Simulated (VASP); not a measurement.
SiN:

```
Si N
1.0
     3.30751    0.00000    0.00000
     0.00000    3.30751    0.00000
     0.00000    0.00000    4.17932
Si N
2 2
Direct
  0.00000 0.50000 0.23510
  0.50000 0.00000 0.76490
  0.00000 0.00000 0.00000
  0.50000 0.50000 0.00000
```

- Program: VASP 6.6.1
- Task: relaxation of cell and atoms
- Functional: PBE
- Potentials or basis: VASP PAW PBE potentials, release 64 (Si, N)
- Cutoff: 600 eV
- k mesh: 6 × 6 × 4
- Occupations: gaussian, width 0.1 eV
- Spin: no spin polarisation

At the start: pressure 1.4 GPa; volume 11.43 Å³/atom.

Problem. Where does the relaxation end?

Solution. Over 14 steps the energy falls by 318.4 meV/atom and the volume is 12.47 Å³/atom (+9.1 %); space group P4/nmm (No. 129, to 0.1 Å) before and after.

Step by step:
| step | energy change (eV) | largest force (eV/Å) | pressure (GPa) | volume (Å³) |
| --- | --- | --- | --- | --- |
| 1 | 0.0000 | 1.9829 | 1.37 | 45.72 |
| 2 | -0.6506 | 1.9742 | 2.10 | 46.31 |
| 3 | -1.0886 | 0.3067 | -5.45 | 47.26 |
| 4 | -1.1495 | 0.1528 | -3.79 | 47.18 |
| 5 | -1.1637 | 1.1831 | -1.39 | 46.84 |
| 6 | -1.1933 | 0.0892 | -3.05 | 47.08 |
| 7 | -1.2010 | 0.5475 | -2.24 | 46.97 |
| 8 | -1.1895 | 0.4987 | 8.19 | 45.59 |
| 9 | -1.2241 | 0.0838 | 2.22 | 46.34 |
| 10 | -1.2440 | 0.0339 | 1.33 | 47.29 |
| 11 | -1.2604 | 0.2693 | -0.07 | 49.24 |
| 12 | -1.2732 | 0.0406 | 0.47 | 49.96 |
| 13 | -1.2735 | 0.0021 | 0.41 | 49.88 |
| 14 | -1.2735 | 0.0054 | 0.40 | 49.87 |

Final structure:
```
Si N
1.0
     3.50415    0.00000    0.00000
     0.00000    3.50415    0.00000
     0.00000    0.00000    4.06113
Si N
2 2
Direct
  0.00000 0.50000 0.16238
  0.50000 0.00000 0.83762
  0.00000 0.00000 0.00000
  0.50000 0.50000 0.00000
```

Caveat: the k points lie up to 0.39 Å⁻¹ apart in the final cell, too coarse for converged energies and pressures of a metal.
